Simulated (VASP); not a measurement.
# AlN (P6_3mc) in VASP: further runs

AlN is run at these levels: PBEsol; tasks: single point, relaxation of cell and atoms.

Program: VASP 6.6.1. These are calculated values, not measurements. Logs are shortened: lines on timing, memory, paths and dates and some standing lists are left out, and cuts for length are marked.

**1. The cell of the first run**

It takes space group P6_3mc (No. 186, hexagonal). Conventional cell: a = 3.105 Å, b = 3.105 Å, c = 4.965 Å, α = 90.00°, β = 90.00°, γ = 120.00°. Within 2.5 Å of Al (site symmetry 3m) lie 4 N at 1.89 to 1.90 Å. N (site symmetry 3m) has 4 Al at 1.89 to 1.90 Å within 2.5 Å.

**2. Single point, PBEsol**

File INCAR:

```
SYSTEM = AlN
PREC     = Accurate       ! precision mode
ENCUT    = 520            ! plane-wave cutoff, eV
EDIFF    = 1E-6           ! SCF threshold, eV
ISMEAR   = 0              ! smearing method
SIGMA    = 0.01           ! smearing width, eV
LREAL    = .FALSE.        ! projectors in reciprocal space
LASPH    = .TRUE.         ! aspherical terms in the spheres
NELM     = 100            ! most SCF steps
ALGO     = Normal         ! electronic algorithm
ISIF     = 2              ! what is computed and relaxed
LWAVE    = .FALSE.        ! write WAVECAR
LCHARG   = .TRUE.         ! write CHGCAR
GGA      = PS             ! functional
LELF     = .TRUE.         ! ELF
LVHAR    = .TRUE.       
NBANDS   = 16             ! bands
```

File KPOINTS:

```
Automatic mesh
0
G
  8 8 6
  0 0 0
```

File POSCAR:

```
AlN
1.0
    3.1045396846      0.0000000000      0.0000000000
   -1.5522698423      2.6886102339      0.0000000000
    0.0000000000      0.0000000000      4.9654785005
Al N
2 2
Direct
    0.3333333333      0.6666666667     -0.0010774080
    0.6666666667      0.3333333333      0.4989225920
    0.3333333333      0.6666666667      0.3810774080
    0.6666666667      0.3333333333      0.8810774080
```

Potentials or basis: VASP PAW PBE potentials, release 64 (Al, N).

The run is started by

```sh
> cat potpaw_PBE.64/Al/POTCAR potpaw_PBE.64/N/POTCAR > POTCAR
> mpirun -np 1 vasp_std > vasp.out
```

OUTCAR:

```text
SYSTEM = AlN
   PREC = Accurate
   ENCUT = 520
   EDIFF = 1E-6
   ISMEAR = 0
   LREAL = .FALSE.
   LASPH = .TRUE.
   NELM = 100
   ISIF = 2
   GGA = PS

 ion  position               nearest neighbor table
   1  0.333  0.667  0.999-   4 1.89   4 1.89   4 1.89   3 1.90   2 3.06   2 3.06   2 3.06   2 3.06
                             2 3.06   2 3.06
   2  0.667  0.333  0.499-   3 1.89   3 1.89   3 1.89   4 1.90   1 3.06   1 3.06   1 3.06   1 3.06
                             1 3.06   1 3.06
   3  0.333  0.667  0.381-   2 1.89   2 1.89   2 1.89   1 1.90
   4  0.667  0.333  0.881-   1 1.89   1 1.89   1 1.89   2 1.90

  LATTYP: Found a hexagonal cell.
 ALAT       =     3.1045396846
 C/A-ratio  =     1.5994250372

  Lattice vectors:

 A1 = (   3.1045396846,   0.0000000000,   0.0000000000)
 A2 = (  -1.5522698423,   2.6886102339,   0.0000000000)
 A3 = (   0.0000000000,   0.0000000000,   4.9654785005)

Analysis of symmetry for initial positions (statically):
=====================================================================
 Subroutine PRICEL returns:
 Original cell was already a primitive cell.

 Routine SETGRP: Setting up the symmetry group for a
 hexagonal supercell.

 Subroutine GETGRP returns: Found 12 space group operations
 (whereof  6 operations were pure point group operations)
 out of a pool of 24 trial point group operations.

The static configuration has the point symmetry C_3v.
 The point group associated with its full space group is C_6v.

Analysis of symmetry for dynamics (positions and initial velocities):
=====================================================================
 Subroutine PRICEL returns:
 Original cell was already a primitive cell.

 Routine SETGRP: Setting up the symmetry group for a
 hexagonal supercell.

 Subroutine GETGRP returns: Found 12 space group operations
 (whereof  6 operations were pure point group operations)
 out of a pool of 24 trial point group operations.

The dynamic configuration has the point symmetry C_3v.
 The point group associated with its full space group is C_6v.

 Subroutine INISYM returns: Found 12 space group operations
 (whereof  6 operations are pure point group operations),
 and found     1 'primitive' translations

----------------------------------------------------------------------------------------

                                     Primitive cell

  volume of cell :      41.4463

  direct lattice vectors                    reciprocal lattice vectors
     3.104539685  0.000000000  0.000000000     0.322108944  0.185969686  0.000000000
    -1.552269842  2.688610234  0.000000000     0.000000000  0.371939371  0.000000000
     0.000000000  0.000000000  4.965478500     0.000000000  0.000000000  0.201390460

  length of vectors
     3.104539685  3.104539685  4.965478500     0.371939371  0.371939371  0.201390460

  position of ions in fractional coordinates (direct lattice)
     0.333333333  0.666666667  0.998922592
     0.666666667  0.333333333  0.498922592
     0.333333333  0.666666667  0.381077408
     0.666666667  0.333333333  0.881077408

  ion indices of the primitive-cell ions
   primitive index   ion index
                 1           1
                 2           2
                 3           3
                 4           4

----------------------------------------------------------------------------------------

 KPOINTS: Automatic mesh

Automatic generation of k-mesh.
 Grid dimensions read from file:
 generate k-points for:    8    8    6

 Generating k-lattice:

  Cartesian coordinates                     Fractional coordinates (reciprocal lattice)
     0.040263618  0.023246211  0.000000000     0.125000000 -0.000000000  0.000000000
     0.000000000  0.046492421  0.000000000     0.000000000  0.125000000  0.000000000
     0.000000000  0.000000000  0.033565077     0.000000000  0.000000000  0.166666667

  Length of vectors
     0.046492421  0.046492421  0.033565077

  Shift w.r.t. Gamma in fractional coordinates (k-lattice)
     0.000000000  0.000000000  0.000000000

 Subroutine IBZKPT returns following result:
 ===========================================

 Found     40 irreducible k-points:

 Following reciprocal coordinates:
            Coordinates               Weight
  0.000000  0.000000  0.000000      1.000000
  0.125000  0.000000  0.000000      6.000000
  0.250000  0.000000  0.000000      6.000000
  0.375000 -0.000000  0.000000      6.000000
  0.500000  0.000000  0.000000      3.000000
  0.125000  0.125000  0.000000      6.000000
[... 16 lines left out ...]
  0.250000  0.000000  0.333333     12.000000
  0.375000 -0.000000  0.333333     12.000000
 [... further k-points ...]
   k-points           NKPTS =     40   k-points in BZ     NKDIM =     40   number of bands    NBANDS=     16
   number of dos      NEDOS =    301   number of ions     NIONS =      4
   total plane-waves  NPLWV =  23040
   dimension x,y,z NGX =    24 NGY =   24 NGZ =   40
[... 37 lines left out ...]
  Thomas-Fermi vector in A             =   2.328075
   LORBIT       =      0    0 simple, 1 ext, 2 COOP (PROOUT), +10 PAW based schemes
   GGA     = PS    functional components
   LHFCALC =     F    Hartree Fock is set to
   AEXX    =    0.0000 exact exchange contribution
   IVDW    =     0    specifies the selected vdW correction
   LEPSILON=     F    determine dielectric tensor
   LRPA    =     F    only Hartree local field effects (RPA)
 non-spin polarized calculation
 Gauss-broadening in eV      SIGMA  =   0.01
  energy-cutoff  :      520.00
  volume of cell :       41.45
 maximum number of plane-waves:      1132
 NGX is ok and might be reduce to    24
   NGX = 11   NGY = 11   NGZ = 19

 number of electron      15.9999996 magnetization

 Free energy of the ion-electron system (eV)
  ---------------------------------------------------
  ext. energy  EPLUGINS =         0.00000000
  ---------------------------------------------------
  free energy    TOTEN  =       -31.30973967 eV

  energy without entropy =      -31.30973967  energy(sigma->0) =      -31.30973967

 E-fermi :   6.2503     XC(G=0): -11.1413

 val. band max:        6.1486157151   @ k =   0.0000   0.0000   0.0000
 cond. band min:      10.3390676163   @ k =   0.0000   0.0000   0.0000
 fundamental gap:      4.1904519011
 Fermi energy:         6.2502564992

 k-point     1 :       0.0000    0.0000    0.0000
  band No.  band energies     occupation
      1      -9.0763      2.00000
      2      -6.8636      2.00000
      3       0.0522      2.00000
      4       5.2573      2.00000
      5       5.2573      2.00000
      6       5.9155      2.00000
[... 8 lines left out ...]
     15      19.2499      0.00000
     16      19.2499      0.00000

 k-point     2 :       0.1250    0.0000    0.0000
  band No.  band energies     occupation
      1      -8.8748      2.00000
      2      -6.7510      2.00000
      3       0.2909      2.00000
      4       4.3746      2.00000
      5       5.0099      2.00000
      6       5.0868      2.00000
[... 8 lines left out ...]
     15      18.9234      0.00000
     16      19.1763      0.00000

 k-point     3 :       0.2500    0.0000    0.0000
  band No.  band energies     occupation
      1      -8.3116      2.00000
      2      -6.4852      2.00000
      3       0.9777      2.00000
      4       2.6277      2.00000
      5       3.6476      2.00000
      6       4.5384      2.00000
[... 8 lines left out ...]
     15      18.2432      0.00000
     16      19.3617      0.00000

 k-point     4 :       0.3750   -0.0000    0.0000
  band No.  band energies     occupation
      1      -7.5464      2.00000
      2      -6.2950      2.00000
      3       1.1632      2.00000
      4       1.9856      2.00000
      5       2.4285      2.00000
      6       4.1551      2.00000
[... 8 lines left out ...]
     15      18.3494      0.00000
     16      20.9626      0.00000
[... 324 lines left out ...]
 k-point    22 :       0.1250    0.0000    0.3333
  band No.  band energies     occupation
      1      -8.4619      2.00000
      2      -7.4395      2.00000
      3       1.5286      2.00000
      4       3.8656      2.00000
      5       4.7271      2.00000
      6       5.2100      2.00000
[... 8 lines left out ...]
     15      18.3769      0.00000
     16      18.5087      0.00000

 k-point    23 :       0.2500    0.0000    0.3333
  band No.  band energies     occupation
      1      -7.9379      2.00000
      2      -7.0459      2.00000
      3       1.5255      2.00000
      4       2.6479      2.00000
      5       3.6979      2.00000
      6       4.7966      2.00000
[... 8 lines left out ...]
     15      18.4560      0.00000
     16      19.3284      0.00000

 k-point    24 :       0.3750   -0.0000    0.3333
  band No.  band energies     occupation
      1      -7.2568      2.00000
      2      -6.6304      2.00000
      3       0.7782      2.00000
      4       1.4326      2.00000
      5       3.6775      2.00000
      6       4.4469      2.00000
[... 8 lines left out ...]
     15      18.3315      0.00000
     16      20.2453      0.00000

 [... further k-points ...]
[... 5 lines left out ...]
  --------------------------------------------------------------------------------------
  -------------------------------------------------------------------------------------
  Total        0.4920264      0.4920264      0.4964810      0.0000000      0.0000000      0.0000000
  in kB       19.0201009     19.0201009     19.1923011      0.0000000      0.0000000      0.0000000
  external PRESSURE =      19.0775010 kB  Pullay stress =       0.0000000 kB

 VOLUME and BASIS-vectors are now :
 -----------------------------------------------------------------------------
  energy-cutoff  :      520.00
  volume of cell :       41.45
      direct lattice vectors                 reciprocal lattice vectors
     3.104539685  0.000000000  0.000000000     0.322108944  0.185969686  0.000000000
    -1.552269842  2.688610234  0.000000000     0.000000000  0.371939371  0.000000000
     0.000000000  0.000000000  4.965478500     0.000000000  0.000000000  0.201390460

 POSITION                                       TOTAL-FORCE (eV/Angst)
 -----------------------------------------------------------------------------------
     -0.00000      1.79241      4.96013        -0.000000      0.000000     -0.002003
      1.55227      0.89620      2.47739        -0.000000      0.000000     -0.002003
     -0.00000      1.79241      1.89223         0.000000      0.000000      0.002003
      1.55227      0.89620      4.37497        -0.000000      0.000000      0.002003
 -----------------------------------------------------------------------------------
    total drift:                               -0.000000      0.000000     -0.000389

  FREE ENERGIE OF THE ION-ELECTRON SYSTEM (eV)
  ---------------------------------------------------
  free  energy   TOTEN  =       -31.3097396730 eV

  energy  without entropy=      -31.3097396730  energy(sigma->0) =      -31.30973967
```

Run time: 23 s. Hardware: 1 thread of Intel Xeon Platinum 8488C (Sapphire Rapids), shared host; peak memory 0.16 GiB.

What came out:

| Quantity | Value |
| --- | --- |
| Free energy | -31.3097 eV |
| Pressure | 1.9 GPa |
| Band gap on the k mesh | 4.19 eV |

Forces in eV/Å, atoms in the order of the input:
```
Al   0.000  0.000 -0.002
Al   0.000  0.000 -0.002
N    0.000  0.000  0.002
N    0.000  0.000  0.002
```

Levels at points of the mesh, in eV from the valence-band top:
| k point | band 6 | band 7 | band 8 | band 9 | band 10 | band 11 |
| --- | --- | --- | --- | --- | --- | --- |
| (0.00, 0.00, 0.00) | -0.23 | -0.23 | 0.00 | 4.19 | 6.62 | 10.57 |
| (0.50, 0.00, 0.00) | -2.14 | -1.82 | -0.71 | 5.69 | 5.69 | 8.15 |
| (0.00, 0.00, 0.50) | -0.57 | -0.57 | -0.57 | 6.44 | 6.44 | 10.27 |
| (0.50, 0.00, 0.50) | -1.50 | -1.39 | -1.39 | 5.20 | 5.20 | 9.17 |

Caveat: the PAW data sets were made with another functional, which shifts forces and pressure a little. A k mesh can miss the band edges.

**3. Single point, PBEsol**

This run uses another cell than the first one, of 10.26 Å³/atom.

File INCAR:

```
PREC     = Accurate       # precision mode
ENCUT    = 520            # plane-wave cutoff, eV
EDIFF    = 1E-7           # SCF threshold, eV
ISMEAR   = 0              # smearing method
SIGMA    = 0.01           # smearing width, eV
LREAL    = F              # projectors in reciprocal space
LASPH    = T              # aspherical terms in the spheres
NELM     = 80             # most SCF steps
ALGO     = Normal         # electronic algorithm
ISIF     = 2              # what is computed and relaxed
LWAVE    = F              # write WAVECAR
LCHARG   = F              # write CHGCAR
GGA      = PS             # functional
NBANDS   = 16             # bands
```

File KPOINTS:

```
Automatic mesh
0
Gamma
  8 8 6
```

File POSCAR:

```
AlN
1.0
    3.0953292411      0.0000000000      0.0000000000
   -1.5476646206      2.6806337559      0.0000000000
    0.0000000000      0.0000000000      4.9470333907
Al N
2 2
Direct
    0.3333333333      0.6666666667     -0.0011955678
    0.6666666667      0.3333333333      0.4988044322
    0.3333333333      0.6666666667      0.3811955678
    0.6666666667      0.3333333333      0.8811955678
```

Potentials or basis: VASP PAW PBE potentials, release 64 (Al, N).

The run is started by

```sh
> cat potpaw_PBE.64/Al/POTCAR potpaw_PBE.64/N/POTCAR > POTCAR
> mpirun -np 1 vasp_std > vasp.out
```

It took 24 s on 1 thread of Intel Xeon Platinum 8488C (Sapphire Rapids), shared host; peak memory 0.16 GiB.

The run converged. Its results:

| Property | Result |
| --- | --- |
| Free energy | -31.3021 eV |
| Pressure | 4.0 GPa |
| Band gap on the k mesh | 4.27 eV |

Levels at points of the mesh, in eV from the valence-band top:
```tsv
k point	band 6	band 7	band 8	band 9	band 10	band 11
(0.00, 0.00, 0.00)	-0.24	-0.24	0.00	4.27	6.69	10.65
(0.50, 0.00, 0.00)	-2.16	-1.84	-0.72	5.71	5.71	8.22
(0.00, 0.00, 0.50)	-0.59	-0.59	-0.59	6.52	6.52	10.35
(0.50, 0.00, 0.50)	-1.52	-1.40	-1.40	5.23	5.23	9.23
```

Caveat: the cell stands under pressure; the PAW data sets were made with another functional, which shifts forces and pressure a little. A k mesh can miss the band edges.

**4. Relaxation of cell and atoms, PBEsol, target pressure 1 GPa, at which the enthalpy is minimised**

This run uses another cell than the first one, of 10.46 Å³/atom.

File INCAR:

```
PREC = Accurate ; ENCUT = 600
EDIFF = 1E-7 ; ISMEAR = 0
SIGMA = 0.01 ; LREAL = False
LASPH = True ; NELM = 60
ALGO = Normal ; ISIF = 3
LWAVE = False ; LCHARG = False
GGA = PS ; IBRION = 2
NSW = 100 ; EDIFFG = -0.002
PSTRESS = 10.0
```

File KPOINTS:

```
regular mesh
0
Gamma
  8 8 6
```

File POSCAR:

```
AlN
1.0
    3.1138396332      0.0000000000      0.0000000000
   -1.5569198166      2.6966642256      0.0000000000
    0.0000000000      0.0000000000      4.9828539278
Al N
2 2
Direct
    0.3333333333      0.6666666667     -0.0010087549
    0.6666666667      0.3333333333      0.4989912451
    0.3333333333      0.6666666667      0.3810087549
    0.6666666667      0.3333333333      0.8810087549
```

The run is started by

```sh
> cat potpaw_PBE.64/Al/POTCAR potpaw_PBE.64/N/POTCAR > POTCAR
> mpirun -np 1 vasp_std > vasp.out
```

Wall time 59 s (1 thread of Intel Xeon Platinum 8488C (Sapphire Rapids), shared host); peak memory 0.18 GiB.

Results (log left out):

* Free energy: -31.3150 eV
* Relaxed volume: 10.40 Å³/atom
* Relaxed cell: a = 3.108 Å, b = 3.108 Å, c = 4.973 Å, α = 90.00°, β = 90.00°, γ = 120.00°
* Space group after relaxing (to 0.1 Å): P6_3mc (No. 186)
* Energy change on relaxing (the run minimises the enthalpy): +0.2 meV/atom
* Ionic steps: 7
* Pressure after relaxing: 1.0 GPa
* Band gap on the k mesh: 4.16 eV

Step by step:
```
step  energy change (eV)  largest force (eV/Å)  pressure (GPa)  volume (Å³)
   1              0.0000                0.0003           -0.13        41.84
   2              0.0027                0.0028            2.07        41.40
   3              0.0006                0.0017            1.00        41.61
   4              0.0006                0.0017            0.98        41.61
   5              0.0006                0.0021            0.98        41.61
   6              0.0006                0.0024            0.98        41.61
   7              0.0006                0.0014            1.02        41.60
```

Final structure:
```
Al N
1.0
     3.10822    0.00000    0.00000
    -1.55411    2.69180    0.00000
     0.00000    0.00000    4.97266
Al N
2 2
Direct
  0.33333 0.66667 0.99894
  0.66667 0.33333 0.49894
  0.33333 0.66667 0.38106
  0.66667 0.33333 0.88106
```

Levels at points of the mesh, in eV from the valence-band top:
```tsv
k point	band 4	band 5	band 6	band 7	band 8	band 9	band 10	band 11	band 12
(0.00, 0.00, 0.00)	-0.89	-0.89	-0.23	-0.23	0.00	4.16	6.59	10.54	11.05
(0.50, 0.00, 0.00)	-4.22	-3.39	-2.13	-1.82	-0.71	5.68	5.69	8.11	10.19
(0.00, 0.00, 0.50)	-3.37	-0.57	-0.57	-0.57	-0.57	6.41	6.41	10.24	10.24
(0.50, 0.00, 0.50)	-5.68	-1.50	-1.50	-1.39	-1.39	5.19	5.19	9.15	9.15
```

Caveat: the cell is relaxed towards a set pressure, so the run minimises the enthalpy, not the energy; the PAW data sets were made with another functional, which shifts forces and pressure a little.

**5. Overview**

| task | cell | cutoff (eV) | gap on the mesh (eV) | pressure (GPa) |
| --- | --- | --- | --- | --- |
| single point | a = 3.105, b = 3.105, c = 4.965 Å, angles 90.0, 90.0, 120.0°, 4 atoms, atomic positions A | 520 | 4.19 | 1.9 |
| single point | a = 3.095, b = 3.095, c = 4.947 Å, angles 90.0, 90.0, 120.0°, 4 atoms, atomic positions B | 520 | 4.27 | 4.0 |
| relaxation of cell and atoms | relaxed to 1 GPa from a = 3.114, b = 3.114, c = 4.983 Å, angles 90.0, 90.0, 120.0°, 4 atoms, atomic positions C | 600 | 4.16 | 1.0 |

Alike in all rows: level PBEsol; potentials or basis VASP PAW PBE potentials, release 64 (Al, N); no spin polarisation; k mesh 8 × 8 × 6; smearing gaussian 0.01 eV.

Caveats: the PAW data sets were made with another functional, which shifts forces and pressure a little; the cell stands under pressure (at least some runs); the cell is relaxed towards a set pressure, so the run minimises the enthalpy, not the energy (at least some runs).

Absolute energies hang on the potentials; compare differences alone.
